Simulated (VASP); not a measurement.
# Al (P6_3/mmc) in VASP: further runs

Al is run at these levels: PBE+D3(BJ); tasks: single point.

Program: VASP 6.6.1. These are calculated values, not measurements. Logs are shortened: lines on timing, memory, paths and dates and some standing lists are left out, and cuts for length are marked.

## Step 1: The cell of the first run

Symmetry: P6_3/mmc, No. 194, hexagonal system. The conventional cell has a = 2.736 Å, b = 2.736 Å, c = 10.040 Å, α = 90.00°, β = 90.00°, γ = 120.00°. Al (site symmetry -3m) has 12 Al at 2.74 to 2.97 Å within 3.6 Å. Al (site symmetry -6m2) has 12 Al at 2.74 to 2.97 Å within 3.6 Å.

This isn't the form of Al at room conditions, which is fcc.

## Step 2: Single point, PBE+D3(BJ)

The input, INCAR:

```
ALGO = Normal ; EDIFF = 1E-6
ENCUT = 520 ; GGA = PE
ISIF = 2 ; ISMEAR = 0
IVDW = 12 ; LASPH = True
LCHARG = False ; LREAL = False
LWAVE = False ; NBANDS = 14
NELM = 100 ; PREC = Accurate
SIGMA = 0.15
```

The input, KPOINTS:

```
k-points
0
Gamma
  18 18 4
```

The input, POSCAR:

```
Al
1.0
    2.7356000000      0.0000000000      0.0000000000
   -1.3678000000      2.3690990946      0.0000000000
    0.0000000000      0.0000000000     10.0395000000
Al
4
Direct
    0.0000000000      0.0000000000      0.0000000000
    0.3333333333      0.6666666667      0.2500000000
    0.0000000000      0.0000000000      0.5000000000
    0.6666666667      0.3333333333      0.7500000000
```

Potentials or basis: VASP PAW PBE potentials, release 64 (Al).

Run with:

```
cat potpaw_PBE.64/Al/POTCAR > POTCAR
mpirun -np 1 vasp_std > vasp.out
```

OUTCAR:

```text
EDIFF = 1E-6
   ENCUT = 520
   GGA = PE
   ISIF = 2
   ISMEAR = 0
   IVDW = 12
   LASPH = True
   LREAL = False
   NELM = 100
   PREC = Accurate
 IVDW          = 12

 ion  position               nearest neighbor table
   1  0.000  0.000  0.000-   2 2.97   4 2.97   4 2.97   2 2.97   4 2.97   2 2.97
   2  0.333  0.667  0.250-   1 2.97   3 2.97   1 2.97   3 2.97   1 2.97   3 2.97
   3  0.000  0.000  0.500-   2 2.97   4 2.97   4 2.97   2 2.97   4 2.97   2 2.97
   4  0.667  0.333  0.750-   1 2.97   3 2.97   1 2.97   3 2.97   1 2.97   3 2.97

  LATTYP: Found a hexagonal cell.
 ALAT       =     2.7356000000
 C/A-ratio  =     3.6699444363

  Lattice vectors:

 A1 = (   2.7356000000,   0.0000000000,   0.0000000000)
 A2 = (  -1.3678000000,   2.3690990946,   0.0000000000)
 A3 = (   0.0000000000,   0.0000000000,  10.0395000000)

Analysis of symmetry for initial positions (statically):
=====================================================================
 Subroutine PRICEL returns:
 Original cell was already a primitive cell.

 Routine SETGRP: Setting up the symmetry group for a
 hexagonal supercell.

 Subroutine GETGRP returns: Found 24 space group operations
 (whereof 12 operations were pure point group operations)
 out of a pool of 24 trial point group operations.

The static configuration has the point symmetry D_3d.
 The point group associated with its full space group is D_6h.

Analysis of symmetry for dynamics (positions and initial velocities):
=====================================================================
 Subroutine PRICEL returns:
 Original cell was already a primitive cell.

 Routine SETGRP: Setting up the symmetry group for a
 hexagonal supercell.

 Subroutine GETGRP returns: Found 24 space group operations
 (whereof 12 operations were pure point group operations)
 out of a pool of 24 trial point group operations.

The dynamic configuration has the point symmetry D_3d.
 The point group associated with its full space group is D_6h.

 Subroutine INISYM returns: Found 24 space group operations
 (whereof 12 operations are pure point group operations),
 and found     1 'primitive' translations

----------------------------------------------------------------------------------------

                                     Primitive cell

  volume of cell :      65.0651

  direct lattice vectors                    reciprocal lattice vectors
     2.735600000  0.000000000  0.000000000     0.365550519  0.211050691  0.000000000
    -1.367800000  2.369099095  0.000000000     0.000000000  0.422101381  0.000000000
     0.000000000  0.000000000 10.039500000     0.000000000  0.000000000  0.099606554

  length of vectors
     2.735600000  2.735600000 10.039500000     0.422101381  0.422101381  0.099606554

  position of ions in fractional coordinates (direct lattice)
     0.000000000  0.000000000  0.000000000
     0.333333333  0.666666667  0.250000000
     0.000000000  0.000000000  0.500000000
     0.666666667  0.333333333  0.750000000

  ion indices of the primitive-cell ions
   primitive index   ion index
                 1           1
                 2           2
                 3           3
                 4           4

----------------------------------------------------------------------------------------

 KPOINTS: k-points

Automatic generation of k-mesh.
 Grid dimensions read from file:
 generate k-points for:   18   18    4

 Generating k-lattice:

  Cartesian coordinates                     Fractional coordinates (reciprocal lattice)
     0.020308362  0.011725038  0.000000000     0.055555556  0.000000000  0.000000000
     0.000000000  0.023450077  0.000000000     0.000000000  0.055555556  0.000000000
     0.000000000  0.000000000  0.024901639     0.000000000  0.000000000  0.250000000

  Length of vectors
     0.023450077  0.023450077  0.024901639

  Shift w.r.t. Gamma in fractional coordinates (k-lattice)
     0.000000000  0.000000000  0.000000000

 Subroutine IBZKPT returns following result:
 ===========================================

 Found    111 irreducible k-points:

 Following reciprocal coordinates:
            Coordinates               Weight
  0.000000  0.000000  0.000000      1.000000
  0.055556 -0.000000  0.000000      6.000000
  0.111111 -0.000000  0.000000      6.000000
  0.166667  0.000000  0.000000      6.000000
  0.222222 -0.000000  0.000000      6.000000
  0.277778  0.000000  0.000000      6.000000
[... 16 lines left out ...]
  0.333333  0.111111  0.000000     12.000000
  0.388889  0.111111  0.000000     12.000000
 [... further k-points ...]
   k-points           NKPTS =    111   k-points in BZ     NKDIM =    111   number of bands    NBANDS=     14
   number of dos      NEDOS =    301   number of ions     NIONS =      4
   total plane-waves  NPLWV =  32000
   dimension x,y,z NGX =    20 NGY =   20 NGZ =   80
   dimension x,y,z NGXF=    40 NGYF=   40 NGZF=  160
   ions per type =               4
   NGX,Y,Z   is equivalent  to a cutoff of  12.15, 12.15, 13.25 a.u.
   NGXF,Y,Z  is equivalent  to a cutoff of  24.31, 24.31, 26.49 a.u.
 SYSTEM =  unknown system
   PREC   = accura    normal or accurate (medium, high low for compatibility)
   ISTART =      0    job   : 0-new  1-cont  2-samecut
   ICHARG =      2    charge: 1-file 2-atom 10-const
   ISPIN  =      1    spin polarized calculation?
   LNONCOLLINEAR =      F non collinear calculations
   LSORBIT =      F    spin-orbit coupling
   LASPH  =      T    aspherical Exc in radial PAW
   ENCUT  =  520.0 eV  38.22 Ry    6.18 a.u.   5.09  5.09 18.67*2*pi/ulx,y,z
   NELM   =    100;   NELMIN=  2; NELMDL= -5     # of ELM steps
   EDIFF  = 0.1E-05   stopping-criterion for ELM
   LREAL  =      F    real-space projection
   EDIFFG = 0.1E-04   stopping-criterion for IOM
   NSW    =      0    number of steps for IOM
   IBRION =     -1    ionic relax: 0-MD 1-quasi-New 2-CG
   NFREE  =      0    steps in history (QN), initial steepest desc. (CG)
   ISIF   =      2    stress and relaxation
   ISYM   =      2    0-nonsym 1-usesym 2-fastsym
   POTIM  = 0.5000    time-step for ionic-motion
   TEBEG  =    0.0;   TEEND  =   0.0 temperature during run
   PSTRESS=    0.0 pullay stress
   NELECT =      12.0000    total number of electrons
   NUPDOWN=      -1.0000    fix difference up-down
   EMIN   =  10.00;   EMAX   =-10.00  energy-range for DOS
   EFERMI =   0.00;   METHOD = LEGACY
   ISMEAR =     0;   SIGMA  =   0.15  broadening in eV -4-tet -1-fermi 0-gaus
   EFERMI_NEDOS =   21; number of points for ismear=-14 and -15
   IALGO  =     38    algorithm
   IMIX   =      4    mixing-type and parameters
     AMIX     =   0.40;   BMIX     =  1.00
     AMIX_MAG =   1.60;   BMIX_MAG =  1.00
  volume/ion in A,a.u.               =      16.27       109.77
  Fermi-wavevector in a.u.,A,eV,Ry     =   0.931864  1.760968 11.814902  0.868371
  Thomas-Fermi vector in A             =   2.058402
   LORBIT       =      0    0 simple, 1 ext, 2 COOP (PROOUT), +10 PAW based schemes
   GGA     = PE    functional components
   LHFCALC =     F    Hartree Fock is set to
   AEXX    =    0.0000 exact exchange contribution
   IVDW    =    12    specifies the selected vdW correction
   LEPSILON=     F    determine dielectric tensor
   LRPA    =     F    only Hartree local field effects (RPA)
 non-spin polarized calculation
 Gauss-broadening in eV      SIGMA  =   0.15
  energy-cutoff  :      520.00
  volume of cell :       65.07
 maximum number of plane-waves:      1777
   NGX = 11   NGY = 11   NGZ = 37

 number of electron      12.0000000 magnetization

 Free energy of the ion-electron system (eV)
  ---------------------------------------------------
  ext. energy  EPLUGINS =         0.00000000
  ---------------------------------------------------
  free energy    TOTEN  =       -14.80161141 eV

  energy without entropy =      -14.78319849  energy(sigma->0) =      -14.79240495

 E-fermi :   8.0867     XC(G=0): -10.2404

 val. band max:        8.0798877199   @ k =   0.3889   0.2222   0.0000
 cond. band min:       8.1022948868   @ k =   0.3333   0.1111   0.0000
 fundamental gap:      0.0224071669
 Fermi energy:         8.0866852640

 k-point     1 :       0.0000    0.0000    0.0000
  band No.  band energies     occupation
      1      -3.0972      2.00000
      2      -1.6425      2.00000
      3      -1.6406      2.00000
      4       2.3512      2.00000
      5       2.9689      2.00000
      6       9.5762      0.00000
      7       9.5804      0.00000
      8      18.2803      0.00000
      9      18.9617      0.00000
     10      20.7176      0.00000
     11      20.7176      0.00000
     12      20.7528      0.00000
     13      20.7528      0.00000
     14      21.5029      0.00000

 k-point     2 :       0.0556   -0.0000    0.0000
  band No.  band energies     occupation
      1      -3.0159      2.00000
      2      -1.5619      2.00000
      3      -1.5600      2.00000
      4       2.4310      2.00000
      5       3.0452      2.00000
      6       9.6481      0.00000
      7       9.6527      0.00000
      8      18.1983      0.00000
      9      18.9622      0.00000
     10      19.0186      0.00000
     11      19.5989      0.00000
     12      20.0469      0.00000
     13      20.0846      0.00000
     14      20.7526      0.00000
[... 343 lines left out ...]
      1       1.0663      2.00000
      2       2.4732      2.00000
      3       2.4735      2.00000
      4       5.9588      2.00000
      5       6.8968      2.00000
      6       7.0604      2.00000
      7       8.1023      0.88300
      8       8.2084      0.25113
      9      11.3915      0.00000
     10      12.4321      0.00000
     11      12.4507      0.00000
     12      12.8996      0.00000
     13      13.5488      0.00000
     14      14.2122      0.00000

 k-point    24 :       0.3889    0.1111    0.0000
  band No.  band energies     occupation
      1       2.2393      2.00000
      2       3.6107      2.00000
      3       3.6157      2.00000
      4       4.9729      2.00000
      5       6.3907      2.00000
      6       6.4661      2.00000
      7       7.8025      1.99262
      8       8.1210      0.74633
      9      10.1714      0.00000
     10      10.8650      0.00000
     11      12.2163      0.00000
     12      13.0778      0.00000
     13      13.4764      0.00000
     14      14.8351      0.00000

 [... further k-points ...]

------------------------ aborting loop because EDIFF is reached ----------------------------------------

 Edisp (eV)   -1.36693

 E8    (eV) :    -0.6118

  FORCE on cell =-STRESS in cart. coord.  units (eV):
  Direction    XX          YY          ZZ          XY          YZ          ZX
  --------------------------------------------------------------------------------------
  -------------------------------------------------------------------------------------
  Total       0.97179     0.97179    -2.62958     0.00000     0.00000     0.00000
  in kB      23.92963    23.92963   -64.75138     0.00000     0.00000     0.00000
  external pressure =       -5.63 kB  Pullay stress =        0.00 kB

 VOLUME and BASIS-vectors are now :
 -----------------------------------------------------------------------------
  energy-cutoff  :      520.00
  volume of cell :       65.07
      direct lattice vectors                 reciprocal lattice vectors
     2.735600000  0.000000000  0.000000000     0.365550519  0.211050691  0.000000000
    -1.367800000  2.369099095  0.000000000     0.000000000  0.422101381  0.000000000
     0.000000000  0.000000000 10.039500000     0.000000000  0.000000000  0.099606554

 POSITION                                       TOTAL-FORCE (eV/Angst)
 -----------------------------------------------------------------------------------
      0.00000      0.00000      0.00000         0.000000      0.000000      0.000000
     -0.00000      1.57940      2.50988        -0.000000      0.000000     -0.000000
      0.00000      0.00000      5.01975         0.000000      0.000000      0.000000
      1.36780      0.78970      7.52963         0.000000     -0.000000      0.000000
 -----------------------------------------------------------------------------------
    total drift:                               -0.000000      0.000000     -0.000000

  FREE ENERGIE OF THE ION-ELECTRON SYSTEM (eV)
  ---------------------------------------------------
  free  energy   TOTEN  =       -16.1685384137 eV

  energy  without entropy=      -16.1501254981  energy(sigma->0) =      -16.15933196
```

It took 28 s on 1 thread of Intel Xeon 6975P-C (Granite Rapids), shared host; peak memory 0.22 GiB.

What came out:

```yaml
Free_energy: -16.1685 eV
Pressure: -0.6 GPa
Band_gap_on_the_k_mesh: zero (bands 6 and 7 overlap by 4.04 eV)
Dispersion_energy_per_atom: -0.342 eV
```

Levels at points of the mesh, in eV from the Fermi level:
```
           k point  band 4  band 5  band 6  band 7  band 8  band 9
(0.00, 0.00, 0.00)   -5.74   -5.12    1.49    1.49   10.19   10.88
(0.50, 0.00, 0.00)   -3.69   -2.99   -2.94    0.45    0.89    0.91
(0.00, 0.00, 0.50)   -7.93   -2.26   -2.26    5.81    5.81   12.83
(0.50, 0.00, 0.50)   -4.36   -1.86   -1.86   -1.20   -1.20    3.68
```

## Step 3: Single point, PBE+D3(BJ)

This run uses another cell than the first one, of 16.43 Å³/atom.

The input, INCAR:

```
SYSTEM = Al
PREC = Accurate
ENCUT = 520
EDIFF = 1E-6
ISMEAR = 0
SIGMA = 0.15
LREAL = .False.
LASPH = .True.
NELM = 60
ALGO = Normal
ISIF = 2
LWAVE = .False.
LCHARG = .False.
GGA = PE
IVDW = 12
NBANDS = 14
```

The input, KPOINTS:

```
regular mesh
0
Gamma
  18 18 4
  0 0 0
```

The input, POSCAR:

```
Al
1.0
    2.6962000000      0.0000000000      0.0000000000
   -1.3481000000      2.3349776937      0.0000000000
    0.0000000000      0.0000000000     10.4387000000
Al
4
Direct
    0.0000000000      0.0000000000      0.0000000000
    0.3333333333      0.6666666667      0.2500000000
    0.0000000000      0.0000000000      0.5000000000
    0.6666666667      0.3333333333      0.7500000000
```

Potentials or basis: VASP PAW PBE potentials, release 64 (Al).

Run with:

```
cat potpaw_PBE.64/Al/POTCAR > POTCAR
mpirun -np 1 vasp_std > vasp.out
```

Run time: 30 s. Hardware: 1 thread of Intel Xeon 6975P-C (Granite Rapids), shared host; peak memory 0.22 GiB.

The run converged. Its results:

```yaml
Free_energy: -16.0076 eV
Pressure: 0.3 GPa
Band_gap_on_the_k_mesh: zero (bands 6 and 7 overlap by 3.67 eV)
Dispersion_energy_per_atom: -0.339 eV
```

Stress tensor (GPa, compression positive):
```
 4.80  0.00  0.00
 0.00  4.80  0.00
 0.00  0.00 -8.55
```

Levels at points of the mesh, in eV from the Fermi level:
| k point | band 4 | band 5 | band 6 | band 7 | band 8 | band 9 |
| --- | --- | --- | --- | --- | --- | --- |
| (0.00, 0.00, 0.00) | -6.29 | -5.23 | 0.68 | 0.68 | 9.07 | 9.24 |
| (0.50, 0.00, 0.00) | -3.54 | -2.83 | -2.74 | 0.09 | 0.55 | 1.02 |
| (0.00, 0.00, 0.50) | -8.12 | -2.79 | -2.79 | 4.71 | 4.71 | 13.44 |
| (0.50, 0.00, 0.50) | -4.11 | -1.84 | -1.84 | -1.17 | -1.17 | 3.35 |

## Step 4: Single point, PBE+D3(BJ)

This run uses another cell than the first one, of 16.46 Å³/atom.

The input, INCAR:

```
SYSTEM = Al
PREC = Accurate
ENCUT = 520
EDIFF = 1E-6
ISMEAR = 0
SIGMA = 0.15
LREAL = .FALSE.
LASPH = .TRUE.
NELM = 60
ALGO = Normal
ISIF = 2
LWAVE = .FALSE.
LCHARG = .FALSE.
GGA = PE
IVDW = 12
NBANDS = 14
```

The input, KPOINTS:

```
Automatic mesh
0
G
  18 18 4
  0 0 0
```

The input, POSCAR:

```
Al
1.0
    2.9326000000      0.0000000000      0.0000000000
   -1.4663000000      2.5397060991      0.0000000000
    0.0000000000      0.0000000000      8.8418000000
Al
4
Direct
    0.0000000000      0.0000000000      0.0000000000
    0.3333333333      0.6666666667      0.2500000000
    0.0000000000      0.0000000000      0.5000000000
    0.6666666667      0.3333333333      0.7500000000
```

Run with:

```
cat potpaw_PBE.64/Al/POTCAR > POTCAR
mpirun -np 1 vasp_std > vasp.out
```

Wall time 28 s (1 thread of Intel Xeon 6975P-C (Granite Rapids), shared host); peak memory 0.23 GiB.

The run converged. Its results:

```
Free energy                : -16.2291 eV
Pressure                   : -2.4 GPa
Band gap on the k mesh     : zero (bands 6 and 7 overlap by 6.84 eV)
Dispersion energy per atom : -0.337 eV
```

Stress tensor (GPa, compression positive):
```
-4.27  0.00  0.00
 0.00 -4.27  0.00
 0.00  0.00  1.37
```

Levels at points of the mesh, in eV from the Fermi level:
```
           k point  band 3  band 4  band 5  band 6  band 7  band 8  band 9  band 10
(0.00, 0.00, 0.00)   -9.26   -4.11   -3.36    5.00    5.04    9.45    9.45     9.76
(0.50, 0.00, 0.00)   -4.04   -3.89   -3.52   -3.33    0.97    1.46    2.06     2.26
(0.00, 0.00, 0.50)   -6.94   -6.94    0.29    0.29    9.78    9.78    9.78     9.78
(0.50, 0.00, 0.50)   -4.97   -4.97   -1.77   -1.77   -1.08   -1.08    5.09     5.09
```

## Step 5: Overview

```csv
cell,gap on the mesh (eV),pressure (GPa)
"a = 2.736, b = 2.736, c = 10.040 Å, angles 90.0, 90.0, 120.0°, 4 atoms",none,-0.6
"a = 2.696, b = 2.696, c = 10.439 Å, angles 90.0, 90.0, 120.0°, 4 atoms",none,0.3
"a = 2.933, b = 2.933, c = 8.842 Å, angles 90.0, 90.0, 120.0°, 4 atoms",none,-2.4
```

Alike in all rows: task single point; level PBE+D3(BJ); potentials or basis VASP PAW PBE potentials, release 64 (Al); no spin polarisation; k mesh 18 × 18 × 4; cutoff (eV) 520; smearing gaussian 0.15 eV.

Total energies depend on the potentials used, so only differences within one code and one set of settings carry meaning.
